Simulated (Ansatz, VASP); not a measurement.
**SiO2: VASP beside Ansatz**

The input INCAR:

```
SYSTEM = SiO2
PREC     = Accurate       ! precision mode
ENCUT    = 520            ! plane-wave cutoff, eV
EDIFF    = 1E-6           ! SCF threshold, eV
ISMEAR   = -1             ! smearing method
SIGMA    = 0.1            ! smearing width, eV
LREAL    = .FALSE.        ! projectors in reciprocal space
LASPH    = .TRUE.         ! aspherical terms in the spheres
NELM     = 100            ! most SCF steps
ALGO     = Normal         ! electronic algorithm
ISIF     = 2              ! what is computed and relaxed
LWAVE    = .FALSE.        ! write WAVECAR
LCHARG   = .TRUE.         ! write CHGCAR
GGA      = PE             ! functional
LELF     = .TRUE.         ! ELF
LVHAR    = .TRUE.       
NBANDS   = 25             ! bands
```

File KPOINTS:

```
regular mesh
0
G
  7 7 10
  0 0 0
```

POSCAR

```
SiO2
1.0
    3.7588564141      0.0000000000      0.0000000000
    0.0000000000      3.7588564141      0.0000000000
    0.0000000000      0.0000000000      2.4604383324
Si O
2 4
Direct
    0.0000000000      0.0000000000      0.0000000000
    0.5000000000      0.5000000000      0.5000000000
    0.2997195273      0.2997195273      0.0000000000
    0.7002804727      0.7002804727      0.0000000000
    0.7997195273      0.2002804727      0.5000000000
    0.2002804727      0.7997195273      0.5000000000
```

Input for Ansatz:

```yaml
crystal:
  lattice:
    - [3.7588564141, 0.0, 0.0]
    - [0.0, 3.7588564141, 0.0]
    - [0.0, 0.0, 2.4604383324]
  atoms:
    - { symbol: Si, position: [0.0, 0.0, 0.0] }
    - { symbol: Si, position: [0.5, 0.5, 0.5] }
    - { symbol: O, position: [0.2997195273, 0.2997195273, 0.0] }
    - { symbol: O, position: [0.7002804727, 0.7002804727, 0.0] }
    - { symbol: O, position: [0.7997195273, 0.2002804727, 0.5] }
    - { symbol: O, position: [0.2002804727, 0.7997195273, 0.5] }
kpoints:
  mp_grid: { grid: [7, 7, 10] }
scf:
  occupations: { method: fermi_dirac, width: 0.1 }
hamiltonian:
  xc: pbe
  pseudopotentials: { kind: all_electron, lapw: { basis_error: 0.001 } }
output:
  forces: true
  stress: true
  eigenvalues: true
  populations: true
```

Change from the starting cell: volume scaled by 0.72, LAPW.

Alike in both runs: task single point; functional PBE; k mesh 7 × 7 × 10; occupations fermi-dirac, width 0.1 eV; no spin polarisation.

|  | VASP | Ansatz |
| --- | --- | --- |
| version | VASP 6.6.1 | Ansatz 0.2.0 |
| potentials or method | VASP PAW PBE potentials, release 64 (Si, O), cutoff 520 eV | all-electron LAPW, scalar-relativistic |

```tsv
	VASP	Ansatz	Ansatz less VASP
gap on the k mesh at the Fermi level (eV)	7.09	7.12	+0.032
pressure (GPa)	185.0	183.4	-1.68
traceless stress, the component that is largest in VASP (GPa)	0.60	0.08	-0.524
rms of the force components (eV/Å)	0.007	0.005	-0.0016
```

Atom by atom the forces differ by 0.012 eV/Å (rms over components). Both programs put the cell under a high pressure, so it lies far from rest at this level. Ansatz ran all-electron here, and VASP with PAW potentials.

Noted on VASP's run: the cell as given lies far from equilibrium.
